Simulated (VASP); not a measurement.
# Au (Fm-3m) in VASP: notebook

Aim: see how the results for Au move with the level of theory and the settings. Levels: BLYP, PBE+D4, PBEsol+D3(BJ), RPBE, revPBE+D3(BJ). Tasks: single point.

Program: VASP 6.6.1. These are calculated values, not measurements. Logs are shortened: lines on timing, memory, paths and dates and some standing lists are left out, and cuts for length are marked.

### 1 The cell of the first run

It takes space group Fm-3m (No. 225, cubic). The conventional cell has a = 4.070 Å, b = 4.070 Å, c = 4.070 Å, α = 90.00°, β = 90.00°, γ = 90.00°. Au (site symmetry m-3m) has 12 Au at 2.88 Å within 3.8 Å.

### 2 Single point, BLYP

Contents of INCAR:

```
SYSTEM = Au
PREC = Accurate ; ENCUT = 520
EDIFF = 1E-6 ; ISMEAR = -1
SIGMA = 0.05 ; LREAL = .False.
LASPH = .True. ; NELM = 80
ALGO = Normal ; ISIF = 2
LWAVE = .False. ; LCHARG = .False.
GGA = B5 ; ALDAX = 1.0
AGGAX = 1.0 ; AGGAC = 1.0
ALDAC = 0.0 ; NBANDS = 12
```

Contents of KPOINTS:

```
regular mesh
0
Gamma
  11 11 11
  0 0 0
```

Contents of POSCAR:

```
Au
1.0
    0.0000000000      2.0350000000      2.0350000000
    2.0350000000      0.0000000000      2.0350000000
    2.0350000000      2.0350000000      0.0000000000
Au
1
Direct
    0.0000000000      0.0000000000      0.0000000000
```

Potentials or basis: VASP PAW PBE potentials, release 64 (Au).

Started as:

```console
cat potpaw_PBE.64/Au/POTCAR > POTCAR
mpirun -np 1 vasp_std > vasp.out
```

OUTCAR:

```text
SYSTEM = Au
   PREC = Accurate
   ENCUT = 520
   EDIFF = 1E-6
   ISMEAR = -1
   LREAL = .False.
   LASPH = .True.
   NELM = 80
   ISIF = 2
   GGA = B5

 ion  position               nearest neighbor table
   1  0.000  0.000  0.000-

  LATTYP: Found a face centered cubic cell.
 ALAT       =     4.0700000000

  Lattice vectors:

 A1 = (   0.0000000000,   2.0350000000,   2.0350000000)
 A2 = (   2.0350000000,   0.0000000000,   2.0350000000)
 A3 = (   2.0350000000,   2.0350000000,   0.0000000000)

Analysis of symmetry for initial positions (statically):
=====================================================================
 Subroutine PRICEL returns:
 Original cell was already a primitive cell.

 Routine SETGRP: Setting up the symmetry group for a
 face centered cubic supercell.

 Subroutine GETGRP returns: Found 48 space group operations
 (whereof 48 operations were pure point group operations)
 out of a pool of 48 trial point group operations.

The static configuration has the point symmetry O_h .

Analysis of symmetry for dynamics (positions and initial velocities):
=====================================================================
 Subroutine PRICEL returns:
 Original cell was already a primitive cell.

 Routine SETGRP: Setting up the symmetry group for a
 face centered cubic supercell.

 Subroutine GETGRP returns: Found 48 space group operations
 (whereof 48 operations were pure point group operations)
 out of a pool of 48 trial point group operations.

The dynamic configuration has the point symmetry O_h .

 Subroutine INISYM returns: Found 48 space group operations
 (whereof 48 operations are pure point group operations),
 and found     1 'primitive' translations

----------------------------------------------------------------------------------------

                                     Primitive cell

  volume of cell :      16.8548

  direct lattice vectors                    reciprocal lattice vectors
     0.000000000  2.035000000  2.035000000    -0.245700246  0.245700246  0.245700246
     2.035000000  0.000000000  2.035000000     0.245700246 -0.245700246  0.245700246
     2.035000000  2.035000000  0.000000000     0.245700246  0.245700246 -0.245700246

  length of vectors
     2.877924599  2.877924599  2.877924599     0.425565309  0.425565309  0.425565309

  position of ions in fractional coordinates (direct lattice)
     0.000000000  0.000000000  0.000000000

  ion indices of the primitive-cell ions
   primitive index   ion index
                 1           1

----------------------------------------------------------------------------------------

 KPOINTS: regular mesh

Automatic generation of k-mesh.
 Grid dimensions read from file:
 generate k-points for:   11   11   11

 Generating k-lattice:

  Cartesian coordinates                     Fractional coordinates (reciprocal lattice)
    -0.022336386  0.022336386  0.022336386     0.090909091  0.000000000  0.000000000
     0.022336386 -0.022336386  0.022336386     0.000000000  0.090909091  0.000000000
     0.022336386  0.022336386 -0.022336386     0.000000000  0.000000000  0.090909091

  Length of vectors
     0.038687755  0.038687755  0.038687755

  Shift w.r.t. Gamma in fractional coordinates (k-lattice)
     0.000000000  0.000000000  0.000000000

 Subroutine IBZKPT returns following result:
 ===========================================

 Found     56 irreducible k-points:

 Following reciprocal coordinates:
            Coordinates               Weight
  0.000000  0.000000  0.000000      1.000000
  0.090909  0.000000  0.000000      8.000000
  0.181818  0.000000  0.000000      8.000000
  0.272727  0.000000  0.000000      8.000000
  0.363636  0.000000  0.000000      8.000000
  0.454545  0.000000  0.000000      8.000000
[... 16 lines left out ...]
 -0.272727  0.181818  0.000000     24.000000
 -0.181818  0.181818  0.000000     12.000000
 [... further k-points ...]
   k-points           NKPTS =     56   k-points in BZ     NKDIM =     56   number of bands    NBANDS=     12
   number of dos      NEDOS =    301   number of ions     NIONS =      1
   total plane-waves  NPLWV =  13824
   dimension x,y,z NGX =    24 NGY =   24 NGZ =   24
   dimension x,y,z NGXF=    48 NGYF=   48 NGZF=   48
   ions per type =               1
   NGX,Y,Z   is equivalent  to a cutoff of  13.86, 13.86, 13.86 a.u.
   NGXF,Y,Z  is equivalent  to a cutoff of  27.73, 27.73, 27.73 a.u.
 SYSTEM =  Au
   PREC   = accura    normal or accurate (medium, high low for compatibility)
   ISTART =      0    job   : 0-new  1-cont  2-samecut
   ICHARG =      2    charge: 1-file 2-atom 10-const
   ISPIN  =      1    spin polarized calculation?
   LNONCOLLINEAR =      F non collinear calculations
   LSORBIT =      F    spin-orbit coupling
   LASPH  =      T    aspherical Exc in radial PAW
   ENCUT  =  520.0 eV  38.22 Ry    6.18 a.u.   5.35  5.35  5.35*2*pi/ulx,y,z
   NELM   =     80;   NELMIN=  2; NELMDL= -5     # of ELM steps
   EDIFF  = 0.1E-05   stopping-criterion for ELM
   LREAL  =      F    real-space projection
   EDIFFG = 0.1E-04   stopping-criterion for IOM
   NSW    =      0    number of steps for IOM
   IBRION =     -1    ionic relax: 0-MD 1-quasi-New 2-CG
   NFREE  =      0    steps in history (QN), initial steepest desc. (CG)
   ISIF   =      2    stress and relaxation
   ISYM   =      2    0-nonsym 1-usesym 2-fastsym
   POTIM  = 0.5000    time-step for ionic-motion
   TEBEG  =    0.0;   TEEND  =   0.0 temperature during run
   PSTRESS=    0.0 pullay stress
   NELECT =      11.0000    total number of electrons
   NUPDOWN=      -1.0000    fix difference up-down
   EMIN   =  10.00;   EMAX   =-10.00  energy-range for DOS
   EFERMI =   0.00;   METHOD = LEGACY
   ISMEAR =    -1;   SIGMA  =   0.05  broadening in eV -4-tet -1-fermi 0-gaus
   EFERMI_NEDOS =   21; number of points for ismear=-14 and -15
   IALGO  =     38    algorithm
   IMIX   =      4    mixing-type and parameters
     AMIX     =   0.40;   BMIX     =  1.00
     AMIX_MAG =   1.60;   BMIX_MAG =  1.00
  volume/ion in A,a.u.               =      16.85       113.74
  Fermi-wavevector in a.u.,A,eV,Ry     =   1.420032  2.683470 27.436005  2.016489
  Thomas-Fermi vector in A             =   2.540990
   LORBIT       =      0    0 simple, 1 ext, 2 COOP (PROOUT), +10 PAW based schemes
   GGA     = B5    functional components
   LHFCALC =     F    Hartree Fock is set to
   AEXX    =    0.0000 exact exchange contribution
   IVDW    =     0    specifies the selected vdW correction
   LEPSILON=     F    determine dielectric tensor
   LRPA    =     F    only Hartree local field effects (RPA)
 non-spin polarized calculation
  energy-cutoff  :      520.00
  volume of cell :       16.85
 maximum number of plane-waves:       465
 NGX is ok and might be reduce to    24
   NGX = 11   NGY = 11   NGZ = 11

 number of electron      10.9999999 magnetization

 Free energy of the ion-electron system (eV)
  ---------------------------------------------------
  ext. energy  EPLUGINS =         0.00000000
  ---------------------------------------------------
  free energy    TOTEN  =        -2.29742733 eV

  energy without entropy =       -2.29667752  energy(sigma->0) =       -2.29705242

 E-fermi :  10.3753     XC(G=0): -12.1286

 val. band max:       10.1923302632   @ k =   0.4545   0.3636   0.0000
 cond. band min:      10.5168356354   @ k =  -0.4545   0.0909   0.0000
 fundamental gap:      0.3245053722
 Fermi energy:        10.3753206771

 k-point     1 :       0.0000    0.0000    0.0000
  band No.  band energies     occupation
      1       0.3656      2.00000
      2       5.4463      2.00000
      3       5.4463      2.00000
      4       5.4463      2.00000
      5       6.9904      2.00000
      6       6.9904      2.00000
      7      25.0263      0.00000
      8      28.9148      0.00000
      9      28.9148      0.00000
     10      28.9148      0.00000
     11      34.3487      0.00000
     12      38.7381      0.00000

 k-point     2 :       0.0909    0.0000    0.0000
  band No.  band energies     occupation
      1       0.6550      2.00000
      2       5.3587      2.00000
      3       5.5435      2.00000
      4       5.5435      2.00000
      5       6.9501      2.00000
      6       6.9501      2.00000
      7      25.3533      0.00000
      8      27.3660      0.00000
      9      29.2624      0.00000
     10      29.2624      0.00000
     11      34.9080      0.00000
     12      36.9187      0.00000

 k-point     3 :       0.1818    0.0000    0.0000
  band No.  band energies     occupation
      1       1.4451      2.00000
      2       5.2249      2.00000
      3       5.7188      2.00000
      4       5.7188      2.00000
      5       6.9560      2.00000
      6       6.9560      2.00000
      7      24.2060      0.00000
      8      26.2018      0.00000
      9      30.1038      0.00000
     10      30.1038      0.00000
     11      32.6074      0.00000
     12      34.6703      0.00000
[... 286 lines left out ...]
 k-point    23 :      -0.2727    0.1818    0.0000
  band No.  band energies     occupation
      1       3.6263      2.00000
      2       5.0967      2.00000
      3       5.4942      2.00000
      4       6.1403      2.00000
      5       6.9946      2.00000
      6       9.3081      2.00000
      7      18.8460      0.00000
      8      22.7268      0.00000
      9      26.9614      0.00000
     10      29.7664      0.00000
     11      31.6684      0.00000
     12      35.9562      0.00000

 k-point    24 :      -0.1818    0.1818    0.0000
  band No.  band energies     occupation
      1       2.9463      2.00000
      2       4.8517      2.00000
      3       5.6667      2.00000
      4       6.3370      2.00000
      5       6.3782      2.00000
      6       8.2383      2.00000
      7      21.8176      0.00000
      8      23.8390      0.00000
      9      28.1939      0.00000
     10      29.6565      0.00000
     11      32.3073      0.00000
     12      34.9261      0.00000

 [... further k-points ...]

------------------------ aborting loop because EDIFF is reached ----------------------------------------

  FORCE on cell =-STRESS in cart. coord.  units (eV):
  Direction    XX          YY          ZZ          XY          YZ          ZX
  --------------------------------------------------------------------------------------
  -------------------------------------------------------------------------------------
  Total        2.4595547      2.4595547      2.4595547     -0.0000000      0.0000000      0.0000000
  in kB      233.7996365    233.7996365    233.7996365     -0.0000000      0.0000000      0.0000000
  external PRESSURE =     233.7996365 kB  Pullay stress =       0.0000000 kB

 VOLUME and BASIS-vectors are now :
 -----------------------------------------------------------------------------
  energy-cutoff  :      520.00
  volume of cell :       16.85
      direct lattice vectors                 reciprocal lattice vectors
     0.000000000  2.035000000  2.035000000    -0.245700246  0.245700246  0.245700246
     2.035000000  0.000000000  2.035000000     0.245700246 -0.245700246  0.245700246
     2.035000000  2.035000000  0.000000000     0.245700246  0.245700246 -0.245700246

 POSITION                                       TOTAL-FORCE (eV/Angst)
 -----------------------------------------------------------------------------------
      0.00000      0.00000      0.00000         0.000000      0.000000     -0.000000
 -----------------------------------------------------------------------------------
    total drift:                               -0.000000     -0.000000     -0.000000

  FREE ENERGIE OF THE ION-ELECTRON SYSTEM (eV)
  ---------------------------------------------------
  free  energy   TOTEN  =        -2.2974273257 eV

  energy  without entropy=       -2.2966775184  energy(sigma->0) =       -2.29705242
```

Run time: 14 s. Hardware: 1 thread of AMD EPYC 9R45 (Zen 5), shared host; peak memory 0.11 GiB.

Results:

```
Free energy : -2.2974 eV
Pressure    : 23.4 GPa
```

Levels at points of the mesh, in eV from the Fermi level:
| k point | band 2 | band 3 | band 4 | band 5 | band 6 | band 7 | band 8 | band 9 | band 10 | band 11 |
| --- | --- | --- | --- | --- | --- | --- | --- | --- | --- | --- |
| (0.00, 0.00, 0.00) | -4.93 | -4.93 | -4.93 | -3.38 | -3.38 | 14.65 | 18.54 | 18.54 | 18.54 | 23.97 |

Caveat: the PAW data sets were made with another functional, which shifts forces and pressure a little; spin-orbit coupling is left out, which moves the levels of the heavy elements.

### 3 Single point, PBE+D4

This run uses another cell than the first one, of 15.84 Å³/atom, 0.940 times its volume.

Contents of INCAR:

```
SYSTEM = Au
PREC = Accurate
ENCUT = 520
EDIFF = 1E-6
ISMEAR = -1
SIGMA = 0.05
LREAL = .FALSE.
LASPH = .TRUE.
NELM = 80
ALGO = Fast
ISIF = 2
LWAVE = .FALSE.
LCHARG = .FALSE.
GGA = PE
IVDW = 13
NBANDS = 12
```

Contents of KPOINTS:

```
regular mesh
0
G
  11 11 11
  0 0 0
```

Contents of POSCAR:

```
Au
1.0
    0.0000000000      1.9934577312      1.9934577312
    1.9934577312      0.0000000000      1.9934577312
    1.9934577312      1.9934577312      0.0000000000
Au
1
Direct
    0.0000000000      0.0000000000      0.0000000000
```

Potentials or basis: VASP PAW PBE potentials, release 64 (Au).

Started as:

```console
cat potpaw_PBE.64/Au/POTCAR > POTCAR
mpirun -np 1 vasp_std > vasp.out
```

It took 10 s on 1 thread of Intel Xeon Platinum 8259CL at 2.50GHz (Skylake/Cascade Lake), shared host; peak memory 0.14 GiB.

Results (log left out):

```yaml
Free_energy: -3.8114 eV
Pressure: 18.3 GPa
Dispersion_energy_per_atom: -0.726 eV
```

Levels at points of the mesh, in eV from the Fermi level:
| k point | band 2 | band 3 | band 4 | band 5 | band 6 | band 7 | band 8 | band 9 | band 10 | band 11 |
| --- | --- | --- | --- | --- | --- | --- | --- | --- | --- | --- |
| (0.00, 0.00, 0.00) | -5.09 | -5.09 | -5.09 | -3.37 | -3.37 | 14.41 | 18.83 | 18.83 | 18.83 | 23.98 |

Caveat: spin-orbit coupling is left out, which moves the levels of the heavy elements; pairwise dispersion overbinds metals, which lowers pressure and volume.

### 4 Single point, PBEsol+D3(BJ)

This run uses another cell than the first one, of 15.84 Å³/atom, 0.940 times its volume.

Contents of INCAR:

```
SYSTEM = Au
ALGO = Normal
EDIFF = 1E-7
ENCUT = 520
GGA = PS
ISIF = 2
ISMEAR = -1
IVDW = 12
LASPH = .TRUE.
LCHARG = .TRUE.
LELF = .TRUE.
LREAL = .FALSE.
LVHAR = .TRUE.
LWAVE = .FALSE.
NBANDS = 12
NELM = 100
PREC = Accurate
SIGMA = 0.05
```

Contents of KPOINTS:

```
k-points
0
G
  11 11 11
  0 0 0
```

POSCAR is that of step 3.

Started as:

```console
cat potpaw_PBE.64/Au/POTCAR > POTCAR
mpirun -np 1 vasp_std > vasp.out
```

It took 10 s on 1 thread of Intel Xeon Platinum 8259CL at 2.50GHz (Skylake/Cascade Lake), shared host; peak memory 0.15 GiB.

It converged, with:

* Free energy: -4.5631 eV
* Pressure: 7.9 GPa
* Dispersion energy per atom: -0.680 eV

Levels at points of the mesh, in eV from the Fermi level:
| k point | band 3 | band 4 | band 5 | band 6 | band 7 | band 8 | band 9 | band 10 |
| --- | --- | --- | --- | --- | --- | --- | --- | --- |
| (0.00, 0.00, 0.00) | -5.05 | -5.05 | -3.31 | -3.31 | 14.42 | 18.83 | 18.83 | 18.83 |

Caveat: the PAW data sets were made with another functional, which shifts forces and pressure a little; spin-orbit coupling is left out, which moves the levels of the heavy elements; pairwise dispersion overbinds metals, which lowers pressure and volume.

### 5 Single point, RPBE

This run uses another cell than the first one, of 15.84 Å³/atom, 0.940 times its volume.

Contents of INCAR:

```
SYSTEM = Au
PREC = Accurate
ENCUT = 520
EDIFF = 1E-6
ISMEAR = -1
SIGMA = 0.05
LREAL = .FALSE.
LASPH = .TRUE.
NELM = 80
ALGO = Normal
ISIF = 2
LWAVE = .FALSE.
LCHARG = .TRUE.
GGA = RP
LELF = .TRUE.
LVHAR = .TRUE.
NBANDS = 12
```

Contents of KPOINTS:

```
Automatic mesh
0
G
  11 11 11
  0 0 0
```

POSCAR is that of step 4.

Potentials or basis: VASP PAW PBE potentials, release 64 (Au).

Started as:

```console
cat potpaw_PBE.64/Au/POTCAR > POTCAR
mpirun -np 1 vasp_std > vasp.out
```

OUTCAR:

```text
SYSTEM = Au
   PREC = Accurate
   ENCUT = 520
   EDIFF = 1E-6
   ISMEAR = -1
   LREAL = .FALSE.
   LASPH = .TRUE.
   NELM = 80
   ISIF = 2
   GGA = RP

 ion  position               nearest neighbor table
   1  0.000  0.000  0.000-

  LATTYP: Found a face centered cubic cell.
 ALAT       =     3.9869154624

  Lattice vectors:

 A1 = (   0.0000000000,   1.9934577312,   1.9934577312)
 A2 = (   1.9934577312,   0.0000000000,   1.9934577312)
 A3 = (   1.9934577312,   1.9934577312,   0.0000000000)

Analysis of symmetry for initial positions (statically):
=====================================================================
 Subroutine PRICEL returns:
 Original cell was already a primitive cell.

 Routine SETGRP: Setting up the symmetry group for a
 face centered cubic supercell.

 Subroutine GETGRP returns: Found 48 space group operations
[... 9 lines left out ...]

 Routine SETGRP: Setting up the symmetry group for a
 face centered cubic supercell.

 Subroutine GETGRP returns: Found 48 space group operations
[... 11 lines left out ...]
                                     Primitive cell

  volume of cell :      15.8435
[... 143 lines left out ...]
  band No.  band energies     occupation
      1       0.2207      2.00000
      2       5.7316      2.00000
      3       5.7316      2.00000
      4       5.7316      2.00000
      5       7.4440      2.00000
      6       7.4440      2.00000
      7      25.2155      0.00000
      8      29.6625      0.00000
      9      29.6625      0.00000
     10      29.6625      0.00000
     11      34.7913      0.00000
     12      40.3203      0.00000
[... 331 lines left out ...]
 k-point    24 :      -0.1818    0.1818    0.0000
  band No.  band energies     occupation
      1       2.9457      2.00000
      2       5.0355      2.00000
      3       5.9387      2.00000
      4       6.7078      2.00000
      5       6.7454      2.00000
      6       8.7945      2.00000
      7      22.7011      0.00000
      8      24.8373      0.00000
      9      28.8442      0.00000
     10      30.2703      0.00000
     11      33.6288      0.00000
     12      36.5166      0.00000

 [... further k-points ...]

------------------------ aborting loop because EDIFF is reached ----------------------------------------

  FORCE on cell =-STRESS in cart. coord.  units (eV):
  Direction    XX          YY          ZZ          XY          YZ          ZX
  --------------------------------------------------------------------------------------
  -------------------------------------------------------------------------------------
  Total        2.9086934      2.9086934      2.9086934     -0.0000000     -0.0000000      0.0000000
  in kB      294.1422662    294.1422662    294.1422662     -0.0000000     -0.0000000      0.0000000
  external PRESSURE =     294.1422662 kB  Pullay stress =       0.0000000 kB

 VOLUME and BASIS-vectors are now :
 -----------------------------------------------------------------------------
  energy-cutoff  :      520.00
  volume of cell :       15.84
      direct lattice vectors                 reciprocal lattice vectors
     0.000000000  1.993457731  1.993457731    -0.250820467  0.250820467  0.250820467
     1.993457731  0.000000000  1.993457731     0.250820467 -0.250820467  0.250820467
     1.993457731  1.993457731  0.000000000     0.250820467  0.250820467 -0.250820467

 POSITION                                       TOTAL-FORCE (eV/Angst)
 -----------------------------------------------------------------------------------
      0.00000      0.00000      0.00000         0.000000     -0.000000     -0.000000
 -----------------------------------------------------------------------------------
    total drift:                               -0.000000      0.000000     -0.000000

  FREE ENERGIE OF THE ION-ELECTRON SYSTEM (eV)
  ---------------------------------------------------
  free  energy   TOTEN  =        -2.4411602238 eV

  energy  without entropy=       -2.4389399451  energy(sigma->0) =       -2.44005008
```

It took 10 s on 1 thread of Intel Xeon Platinum 8259CL at 2.50GHz (Skylake/Cascade Lake), shared host; peak memory 0.14 GiB.

Results:

```yaml
Free_energy: -2.4412 eV
Pressure: 29.4 GPa
```

Caveat: the PAW data sets were made with another functional, which shifts forces and pressure a little; spin-orbit coupling is left out, which moves the levels of the heavy elements.

(Part 1 of 2 ends here.)
